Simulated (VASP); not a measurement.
A run of VASP 6.6.1 is set up as follows.

The input INCAR:

```
PREC = Accurate ; ENCUT = 520
EDIFF = 1E-7 ; ISMEAR = -1
SIGMA = 0.1 ; LREAL = False
LASPH = True ; NELM = 60
ALGO = Normal ; ISIF = 2
LWAVE = False ; LCHARG = True
GGA = RP ; LELF = True
LVHAR = True ; NBANDS = 18
```

Contents of KPOINTS:

```
regular mesh
0
Gamma
  16 16 8
```

Contents of POSCAR:

```
Cu
1.0
    2.5259894675      0.0000000000      0.0000000000
   -1.2629947337      2.1875710485      0.0000000000
    0.0000000000      0.0000000000      4.1352566849
Cu
2
Direct
    0.3333333333      0.6666666667      0.2500000000
    0.6666666667      0.3333333333      0.7500000000
```

Potentials or basis: VASP PAW PBE potentials, release 64 (Cu).

Run with:

```console
$ cat potpaw_PBE.64/Cu/POTCAR > POTCAR
$ mpirun -np 1 vasp_std > vasp.out
```

(1) Estimate the pressure.

(2) Predict the band gap on the k mesh.

Answers

(1) 13.2 GPa.

(2) zero (band 11 reaches 11.83 eV, above the bottom of band 12 at 6.15 eV).

Caveat: the PAW data sets were made with another functional, which shifts forces and pressure a little.
